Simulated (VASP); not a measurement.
Input of a VASP 6.6.1 run:

POSCAR

```
ZnS
1.0
    0.0000000000      2.7198945612      2.7198945612
    2.7198945612      0.0000000000      2.7198945612
    2.7198945612      2.7198945612      0.0000000000
Zn S
1 1
Direct
    0.7500000000      0.7500000000      0.7500000000
    0.0000000000      0.0000000000      0.0000000000
```

The input INCAR.step1:

```
PREC     = Accurate       # precision mode
ENCUT    = 520            # plane-wave cutoff, eV
EDIFF    = 1E-5           # SCF threshold, eV
ISMEAR   = -1             # smearing method
SIGMA    = 0.05           # smearing width, eV
LREAL    = F              # projectors in reciprocal space
LASPH    = T              # aspherical terms in the spheres
NELM     = 100            # most SCF steps
ALGO     = Normal         # electronic algorithm
ISIF     = 2              # what is computed and relaxed
LWAVE    = T              # write WAVECAR
GGA      = PE             # functional
NBANDS   = 16             # bands
```

The input INCAR.step2:

```
PREC     = Accurate       # precision mode
ENCUT    = 520            # plane-wave cutoff, eV
EDIFF    = 1E-7           # SCF threshold, eV
ISMEAR   = -1             # smearing method
SIGMA    = 0.05           # smearing width, eV
LREAL    = F              # projectors in reciprocal space
LASPH    = T              # aspherical terms in the spheres
NELM     = 100            # most SCF steps
ALGO     = Normal         # electronic algorithm
ISIF     = 2              # what is computed and relaxed
LWAVE    = F              # write WAVECAR
LCHARG   = T              # write CHGCAR
GGA      = PE             # functional
LHFCALC  = T              # exact exchange
HFSCREEN = 0.2079         # screening, 1/A
PRECFOCK = Normal       
LELF     = T              # ELF
LVHAR    = T            
ISTART   = 1            
NBANDS   = 16             # bands
```

Contents of KPOINTS:

```
Automatic mesh
0
Gamma
  5 5 5
```

Potentials or basis: VASP PAW PBE potentials, release 64 (Zn, S).

Run with:

```sh
$ cat potpaw_PBE.64/Zn/POTCAR potpaw_PBE.64/S/POTCAR > POTCAR
$ cp INCAR.step1 INCAR
$ mpirun -np 1 vasp_std > vasp.out
$ cp INCAR.step2 INCAR
$ mpirun -np 1 vasp_std > vasp.out
```

Task: Predict the band gap on the k mesh.

Result: 3.23 eV.

Task: What does it give for the pressure?

Result: -0.5 GPa.

Caveat: the PAW data sets were made with another functional, which shifts forces and pressure a little.

**Measured values to compare with.**

“Electronic, vibrational, and thermodynamic properties of ZnS (zincblende and rocksalt structure)”, 2009, arxiv:0911.5022 quotes, for a bulk crystal of ZnS at 19 K: band gap 3.85 eV (direct).

Measured gap of ZnS: 3.85 eV (direct; 19 K; quoted in “Electronic, vibrational, and thermodynamic properties of ZnS (zincblende and rocksalt structure)”, 2009, arxiv:0911.5022). This calculation gives 3.23 eV (-0.62 eV). The value is that of HSE06, without temperature or zero-point motion.
